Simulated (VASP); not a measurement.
# Sb in VASP: further runs

Sb is run at these levels: PBE+D3(BJ); tasks: single point.

Program: VASP 6.6.1. These are calculated values, not measurements. Logs are shortened: lines on timing, memory, paths and dates and some standing lists are left out, and cuts for length are marked.

## 1. The cell of the first run

The cell holds a slab with vacuum, 4 atoms: a = 4.069 Å, b = 4.069 Å, c = 20.800 Å, α = 90.00°, β = 90.00°, γ = 120.00°.

## 2. Single point, PBE+D3(BJ) (layers slid over each other, then relaxed in part)

File INCAR:

```
SYSTEM = Sb
ALGO = Normal ; DIPOL = 0.5 0.5 0.368
EDIFF = 1E-6 ; ENCUT = 400
GGA = PE ; GGA_COMPAT = .False.
IDIPOL = 3 ; ISIF = 2
ISMEAR = 0 ; IVDW = 12
LASPH = .True. ; LCHARG = .False.
LDIPOL = .True. ; LREAL = .False.
LWAVE = .False. ; NBANDS = 38
NELM = 120 ; NELMDL = -8
PREC = Accurate ; SIGMA = 0.05
```

File KPOINTS:

```
k-points
0
Gamma
  9 9 1
  0 0 0
```

File POSCAR:

```
Sb
1.0
    4.0686848921      0.0000000000      0.0000000000
   -2.0343424461      3.5235844766      0.0000000000
    0.0000000000      0.0000000000     20.8000277116
Sb
4
Direct
    0.3333333333      0.6666666667      0.2956998857
    0.6666666667      0.3333333333      0.2163458656
    0.6666666667      0.7777777778      0.5199077799
    0.3333333333      1.1111111111      0.4405544136
```

Potentials or basis: VASP PAW PBE potentials, release 64 (Sb_d_GW).

Run with:

```console
$ cat potpaw_PBE.64/Sb_d_GW/POTCAR > POTCAR
$ mpirun -np 1 vasp_std > vasp.out
```

OUTCAR:

```text
SYSTEM = Sb
   EDIFF = 1E-6
   ENCUT = 400
   GGA = PE
   ISIF = 2
   ISMEAR = 0
   IVDW = 12
   LASPH = .True.
   LREAL = .False.
   NELM = 120
   NELMDL = -8
   PREC = Accurate
 IVDW          = 12

 ion  position               nearest neighbor table
   1  0.333  0.667  0.296-   2 2.87   2 2.87   2 2.87
   2  0.667  0.333  0.216-   1 2.87   1 2.87   1 2.87
   3  0.667  0.778  0.520-   4 2.87   4 2.87   4 2.87
   4  0.333  0.111  0.441-   3 2.87   3 2.87   3 2.87

  LATTYP: Found a hexagonal cell.
 ALAT       =     4.0686848921
 C/A-ratio  =     5.1122237930

  Lattice vectors:

 A1 = (   4.0686848921,   0.0000000000,   0.0000000000)
 A2 = (  -2.0343424461,   3.5235844766,   0.0000000000)
 A3 = (   0.0000000000,   0.0000000000,  20.8000277116)

Analysis of symmetry for initial positions (statically):
=====================================================================
 Subroutine PRICEL returns:
 Original cell was already a primitive cell.

 Routine SETGRP: Setting up the symmetry group for a
 hexagonal supercell.

 Subroutine GETGRP returns: Found  2 space group operations
 (whereof  1 operations were pure point group operations)
 out of a pool of 24 trial point group operations.

The static configuration has the point symmetry C_1 .
 The point group associated with its full space group is C_2 .

Analysis of symmetry for dynamics (positions and initial velocities):
=====================================================================
 Subroutine PRICEL returns:
 Original cell was already a primitive cell.

 Routine SETGRP: Setting up the symmetry group for a
 hexagonal supercell.

 Subroutine GETGRP returns: Found  2 space group operations
 (whereof  1 operations were pure point group operations)
 out of a pool of 24 trial point group operations.

The dynamic configuration has the point symmetry C_1 .
 The point group associated with its full space group is C_2 .

 Subroutine INISYM returns: Found  2 space group operations
 (whereof  1 operations are pure point group operations),
 and found     1 'primitive' translations

----------------------------------------------------------------------------------------

                                     Primitive cell

  volume of cell :     298.1966

  direct lattice vectors                    reciprocal lattice vectors
     4.068684892  0.000000000  0.000000000     0.245779663  0.141900954  0.000000000
    -2.034342446  3.523584477  0.000000000     0.000000000  0.283801909  0.000000000
     0.000000000  0.000000000 20.800027712     0.000000000  0.000000000  0.048076859

[... 95 lines left out ...]
   TEBEG  =    0.0;   TEEND  =   0.0 temperature during run
   PSTRESS=    0.0 pullay stress
   NELECT =      60.0000    total number of electrons
   NUPDOWN=      -1.0000    fix difference up-down
   EMIN   =  10.00;   EMAX   =-10.00  energy-range for DOS
   EFERMI =   0.00;   METHOD = LEGACY
   ISMEAR =     0;   SIGMA  =   0.05  broadening in eV -4-tet -1-fermi 0-gaus
   EFERMI_NEDOS =   21; number of points for ismear=-14 and -15
   IALGO  =     38    algorithm
   IMIX   =      4    mixing-type and parameters
     AMIX     =   0.40;   BMIX     =  1.00
     AMIX_MAG =   1.60;   BMIX_MAG =  1.00
  volume/ion in A,a.u.               =      74.55       503.08
  Fermi-wavevector in a.u.,A,eV,Ry     =   0.959307  1.812828 12.521037  0.920270
  Thomas-Fermi vector in A             =   2.088492
   LORBIT       =      0    0 simple, 1 ext, 2 COOP (PROOUT), +10 PAW based schemes
   GGA     = PE    functional components
   LHFCALC =     F    Hartree Fock is set to
   AEXX    =    0.0000 exact exchange contribution
   IVDW    =    12    specifies the selected vdW correction
   LEPSILON=     F    determine dielectric tensor
   LRPA    =     F    only Hartree local field effects (RPA)
 non-spin polarized calculation
 Gauss-broadening in eV      SIGMA  =   0.05
  energy-cutoff  :      400.00
  volume of cell :      298.20
 maximum number of plane-waves:      5503
   NGX = 13   NGY = 13   NGZ = 67

 dipolmoment           0.000000      0.000000      0.000020 electrons x Angstroem

 number of electron      60.0000006 magnetization

 dipolmoment           0.000000      0.000000     -0.000096 electrons x Angstroem

 Free energy of the ion-electron system (eV)
  ---------------------------------------------------
  ext. energy  EPLUGINS =         0.00000000
  ---------------------------------------------------
  free energy    TOTEN  =       -16.25749334 eV

  energy without entropy =      -16.25749331  energy(sigma->0) =      -16.25749333

 E-fermi :  -0.2700     XC(G=0):  -4.7919

 val. band max:       -0.4390800333   @ k =   0.0000   0.1111   0.0000
 cond. band min:      -0.1063616959   @ k =   0.3333  -0.0000   0.0000
 fundamental gap:      0.3327183374
 Fermi energy:        -0.2699906419

 k-point     1 :       0.0000    0.0000    0.0000
  band No.  band energies     occupation
      1     -29.5653      2.00000
      2     -29.5636      2.00000
      3     -29.5628      2.00000
      4     -29.5577      2.00000
      5     -29.4897      2.00000
      6     -29.4852      2.00000
[... 973 lines left out ...]
     37       5.1518      0.00000
     38       5.2649      0.00000

 [... further k-points ...]

------------------------ aborting loop because EDIFF is reached ----------------------------------------

 vacuum level on the upper side and lower side of the slab       (xc-potential included)        -0.291        -0.290

 Edisp (eV)   -1.29282

 E8    (eV) :    -0.6228

  FORCE on cell =-STRESS in cart. coord.  units (eV):
  Direction    XX          YY          ZZ          XY          YZ          ZX
  --------------------------------------------------------------------------------------
  -------------------------------------------------------------------------------------
  Total       0.10447     0.65152    -0.25445    -0.47376     0.44905    -0.25926
  in kB       0.56131     3.50056    -1.36714    -2.54546     2.41271    -1.39298
  external pressure =        0.90 kB  Pullay stress =        0.00 kB

 VOLUME and BASIS-vectors are now :
 -----------------------------------------------------------------------------
  energy-cutoff  :      400.00
  volume of cell :      298.20
      direct lattice vectors                 reciprocal lattice vectors
     4.068684892  0.000000000  0.000000000     0.245779663  0.141900954  0.000000000
    -2.034342446  3.523584477  0.000000000     0.000000000  0.283801909  0.000000000
     0.000000000  0.000000000 20.800027712     0.000000000  0.000000000  0.048076859

 POSITION                                       TOTAL-FORCE (eV/Angst)
 -----------------------------------------------------------------------------------
     -0.00000      2.34906      6.15057         0.026274     -0.085329      0.000208
      2.03434      1.17453      4.50000         0.037214     -0.024635     -0.006994
      1.13019      2.74057     10.81410        -0.002728      0.044545      0.006994
      1.13019      0.39151      9.16354        -0.060760      0.065419     -0.000208
 -----------------------------------------------------------------------------------
    total drift:                               -0.000715     -0.000370     -0.012936

  FREE ENERGIE OF THE ION-ELECTRON SYSTEM (eV)
  ---------------------------------------------------
  free  energy   TOTEN  =       -17.5503114189 eV

  energy  without entropy=      -17.5503113872  energy(sigma->0) =      -17.55031140

 vacuum level on the upper side and lower side of the slab         3.659         3.661
```

stdout:

```text
POSCAR found type information on POSCAR Sb
 POSCAR found :  1 types and       4 ions
 scaLAPACK will be used
 LDA part: xc-table for (Slater+PW92), standard interpolation
 POSCAR, INCAR and KPOINTS ok, starting setup
 FFT: planning ... GRIDC
 FFT: planning ... GRID_SOFT
 FFT: planning ... GRID
 WAVECAR not read
 entering main loop
```

It took 5.2 min on 1 thread of Intel Xeon Platinum 8375C at 2.90GHz (Ice Lake), shared host; peak memory 0.42 GiB.

Results:

```yaml
Free_energy: -17.5503 eV
Largest_force: 0.089 eV/Å
Dispersion_energy_per_atom: -0.323 eV
```

Forces in eV/Å, atoms in the order of the input:
```
Sb   0.026 -0.085  0.000
Sb   0.037 -0.025 -0.007
Sb  -0.003  0.045  0.007
Sb  -0.061  0.065  0.000
```

Levels at points of the mesh, in eV from the Fermi level:
| k point | band 28 | band 29 | band 30 | band 31 | band 32 | band 33 |
| --- | --- | --- | --- | --- | --- | --- |
| (0.00, 0.00, 0.00) | -0.58 | -0.52 | -0.36 | 0.93 | 1.86 | 1.87 |

Caveat: the cell differs from its parent crystal (layers slid over each other, then relaxed in part); spin-orbit coupling is left out, which moves the levels of the heavy elements.

## 3. Single point, PBE+D3(BJ) (layers slid over each other, then relaxed in part)

File INCAR:

```
ALGO     = Normal         # electronic algorithm
DIPOL    = 0.5 0.5 0.378
EDIFF    = 1E-6           # SCF threshold, eV
ENCUT    = 400            # plane-wave cutoff, eV
GGA      = PE             # functional
GGA_COMPAT= False        
IDIPOL   = 3            
ISIF     = 2              # what is computed and relaxed
ISMEAR   = 0              # smearing method
IVDW     = 12             # dispersion correction
LASPH    = True           # aspherical terms in the spheres
LCHARG   = True           # write CHGCAR
LDIPOL   = True         
LELF     = True           # ELF
LREAL    = False          # projectors in reciprocal space
LVACPOTAV= True         
LVHAR    = True         
LWAVE    = False          # write WAVECAR
NBANDS   = 38             # bands
NELM     = 120            # most SCF steps
NELMDL   = -8           
PREC     = Accurate       # precision mode
SIGMA    = 0.05           # smearing width, eV
```

File KPOINTS:

```
k-points
0
Gamma
  9 9 1
```

File POSCAR:

```
Sb
1.0
    4.0686848921      0.0000000000      0.0000000000
   -2.0343424461      3.5235844766      0.0000000000
    0.0000000000      0.0000000000     20.8000277116
Sb
4
Direct
    0.3333333333      0.6666666667      0.2957005117
    0.6666666667      0.3333333333      0.2163458656
    0.6666666667      1.0000000000      0.5390973151
    0.3333333333      1.3333333333      0.4597360128
```

Potentials or basis: VASP PAW PBE potentials, release 64 (Sb_d_GW).

Run with:

```console
$ cat potpaw_PBE.64/Sb_d_GW/POTCAR > POTCAR
$ mpirun -np 1 vasp_std > vasp.out
```

OUTCAR:

```text
EDIFF = 1E-6
   ENCUT = 400
   GGA = PE
   ISIF = 2
   ISMEAR = 0
   IVDW = 12
   LASPH = True
   LREAL = False
   NELM = 120
   NELMDL = -8
   PREC = Accurate
 IVDW          = 12

 ion  position               nearest neighbor table
   1  0.333  0.667  0.296-   2 2.87   2 2.87   2 2.87
   2  0.667  0.333  0.216-   1 2.87   1 2.87   1 2.87
   3  0.667  0.000  0.539-   4 2.87   4 2.87   4 2.87
   4  0.333  0.333  0.460-   3 2.87   3 2.87   3 2.87

  LATTYP: Found a hexagonal cell.
 ALAT       =     4.0686848921
 C/A-ratio  =     5.1122237930

  Lattice vectors:

 A1 = (   4.0686848921,   0.0000000000,   0.0000000000)
 A2 = (  -2.0343424461,   3.5235844766,   0.0000000000)
 A3 = (   0.0000000000,   0.0000000000,  20.8000277116)

Analysis of symmetry for initial positions (statically):
=====================================================================
 Subroutine PRICEL returns:
 Original cell was already a primitive cell.

 Routine SETGRP: Setting up the symmetry group for a
 hexagonal supercell.

 Subroutine GETGRP returns: Found  2 space group operations
 (whereof  1 operations were pure point group operations)
[... 176 lines left out ...]
 cond. band min:      -0.0601364205   @ k =   0.3333  -0.0000   0.0000
 fundamental gap:      0.6319710851
 Fermi energy:        -0.4809339189

 k-point     1 :       0.0000    0.0000    0.0000
  band No.  band energies     occupation
      1     -29.5549      2.00000
      2     -29.5536      2.00000
      3     -29.5462      2.00000
      4     -29.5449      2.00000
      5     -29.4776      2.00000
      6     -29.4748      2.00000
[... 973 lines left out ...]
     37       5.0232      0.00000
     38       5.3036      0.00000

 [... further k-points ...]

------------------------ aborting loop because EDIFF is reached ----------------------------------------

 Edisp (eV)   -1.22599

 E8    (eV) :    -0.5888

  FORCE on cell =-STRESS in cart. coord.  units (eV):
  Direction    XX          YY          ZZ          XY          YZ          ZX
  --------------------------------------------------------------------------------------
  -------------------------------------------------------------------------------------
  Total      -0.10551     0.11622    -0.26574    -0.19202    -0.57033     0.32928
  in kB      -0.56691     0.62441    -1.42780    -1.03172    -3.06431     1.76917
  external pressure =       -0.46 kB  Pullay stress =        0.00 kB

 VOLUME and BASIS-vectors are now :
 -----------------------------------------------------------------------------
  energy-cutoff  :      400.00
  volume of cell :      298.20
      direct lattice vectors                 reciprocal lattice vectors
     4.068684892  0.000000000  0.000000000     0.245779663  0.141900954  0.000000000
    -2.034342446  3.523584477  0.000000000     0.000000000  0.283801909  0.000000000
     0.000000000  0.000000000 20.800027712     0.000000000  0.000000000  0.048076859

 POSITION                                       TOTAL-FORCE (eV/Angst)
 -----------------------------------------------------------------------------------
     -0.00000      2.34906      6.15058        -0.055745      0.082081     -0.002693
      2.03434      1.17453      4.50000        -0.017701      0.045131      0.000729
      2.71246      0.00000     11.21324         0.030234     -0.037895     -0.000729
      0.67811      1.17453      9.56252         0.043212     -0.089317      0.002693
 -----------------------------------------------------------------------------------
    total drift:                               -0.000999      0.000584      0.126810

  FREE ENERGIE OF THE ION-ELECTRON SYSTEM (eV)
  ---------------------------------------------------
  free  energy   TOTEN  =       -17.4788284704 eV

  energy  without entropy=      -17.4788284704  energy(sigma->0) =      -17.47882847

 vacuum level on the upper side and lower side of the slab         3.846         3.834
```

OSZICAR:

```text
N       E                     dE             d eps       ncg     rms          rms(c)
DAV:   1     0.735591008772E+03    0.73559E+03   -0.18958E+04  2678   0.116E+04
DAV:   2     0.300058943431E+03   -0.43553E+03   -0.41851E+03  2832   0.234E+03
DAV:   3     0.683909169037E+02   -0.23167E+03   -0.22855E+03  3256   0.487E+02
[... 15 lines left out ...]
DAV:  19    -0.162528108731E+02   -0.27462E-04   -0.94143E-07  1732   0.877E-02    0.122E-03
DAV:  20    -0.162528278124E+02   -0.16939E-04   -0.19619E-06  1740   0.377E-02    0.856E-04
DAV:  21    -0.162528329823E+02   -0.51699E-05   -0.71927E-07  1518   0.557E-02    0.740E-04
DAV:  22    -0.162528376847E+02   -0.47024E-05   -0.62583E-07  1646   0.513E-02    0.533E-04
DAV:  23    -0.162528378019E+02   -0.11718E-06   -0.31625E-07  1412   0.312E-02
   1 F= -.17478828E+02 E0= -.17478828E+02  d E =-.180079E-10
```

Run time: 6.1 min. Hardware: 1 thread of Intel Xeon Platinum 8559C (Emerald Rapids), shared host; peak memory 0.41 GiB.

Results:

| Quantity | Value |
| --- | --- |
| Free energy | -17.4788 eV |
| Largest force | 0.099 eV/Å |
| Band gap on the k mesh | 0.63 eV (least direct gap 1.16 eV) |
| Dispersion energy per atom | -0.306 eV |

Forces in eV/Å, atoms in the order of the input:
```
Sb  -0.056  0.082 -0.003
Sb  -0.018  0.045  0.001
Sb   0.030 -0.038 -0.001
Sb   0.043 -0.089  0.003
```

Caveat: the cell differs from its parent crystal (layers slid over each other, then relaxed in part); spin-orbit coupling is left out, which moves the levels of the heavy elements.

## 4. Single point, PBE+D3(BJ) (layers slid over each other, then relaxed in part)

File INCAR:

```
SYSTEM = Sb
ALGO     = Normal         ! electronic algorithm
DIPOL    = 0.5 0.5 0.387
EDIFF    = 1E-6           ! SCF threshold, eV
ENCUT    = 400            ! plane-wave cutoff, eV
GGA      = PE             ! functional
GGA_COMPAT= .False.      
IDIPOL   = 3            
ISIF     = 2              ! what is computed and relaxed
ISMEAR   = 0              ! smearing method
IVDW     = 12             ! dispersion correction
LASPH    = .True.         ! aspherical terms in the spheres
LCHARG   = .False.        ! write CHGCAR
LDIPOL   = .True.       
LREAL    = .False.        ! projectors in reciprocal space
LWAVE    = .False.        ! write WAVECAR
NBANDS   = 38             ! bands
NELM     = 120            ! most SCF steps
NELMDL   = -8           
PREC     = Accurate       ! precision mode
SIGMA    = 0.05           ! smearing width, eV
```

File KPOINTS:

```
k-points
0
Gamma
  9 9 1
  0 0 0
```

File POSCAR:

```
Sb
1.0
    4.0686848921      0.0000000000      0.0000000000
   -2.0343424461      3.5235844766      0.0000000000
    0.0000000000      0.0000000000     20.8000277116
Sb
4
Direct
    0.3333333333      0.6666666667      0.2957330361
    0.6666666667      0.3333333333      0.2163458656
    0.6666666667      0.5555555556      0.5569852169
    0.3333333333      0.8888888889      0.4776047226
```

Run with:

```console
$ cat potpaw_PBE.64/Sb_d_GW/POTCAR > POTCAR
$ mpirun -np 1 vasp_std > vasp.out
```

It took 4.9 min on 1 thread of Intel Xeon Platinum 8488C (Sapphire Rapids), shared host; peak memory 0.41 GiB.

Results (log left out):

```
Free energy                : -17.4303 eV
Largest force              : 0.051 eV/Å
Band gap on the k mesh     : 0.85 eV (least direct gap 1.35 eV)
Dispersion energy per atom : -0.293 eV
```

Forces in eV/Å, atoms in the order of the input:
```
Sb   0.024 -0.044 -0.005
Sb   0.014 -0.021  0.007
Sb  -0.011  0.023 -0.007
Sb  -0.026  0.043  0.005
```

Levels at points of the mesh, in eV from the valence-band top:
```csv
k point,band 26,band 27,band 28,band 29,band 30,band 31,band 32,band 33,band 34,band 35
"(0.00, 0.00, 0.00)",-0.19,-0.06,-0.03,-0.02,0.00,1.51,2.03,2.69,2.73,2.76
```

Caveat: the cell differs from its parent crystal (layers slid over each other, then relaxed in part); spin-orbit coupling is left out, which moves the levels of the heavy elements.

## 5. The runs side by side

```tsv
cell	gap on the mesh (eV)	largest force (eV/Å)
as given, atomic positions A	-	0.09
as given, atomic positions B	0.63	0.10
as given, atomic positions C	0.85	0.05
```

Alike in all rows: task single point; level PBE+D3(BJ); potentials or basis VASP PAW PBE potentials, release 64 (Sb_d_GW); no spin polarisation; k mesh 9 × 9 × 1; cutoff (eV) 400; smearing gaussian 0.05 eV.

Caveats: spin-orbit coupling is left out, which moves the levels of the heavy elements.

Total energies depend on the potentials used, so only differences within one code and one set of settings carry meaning.
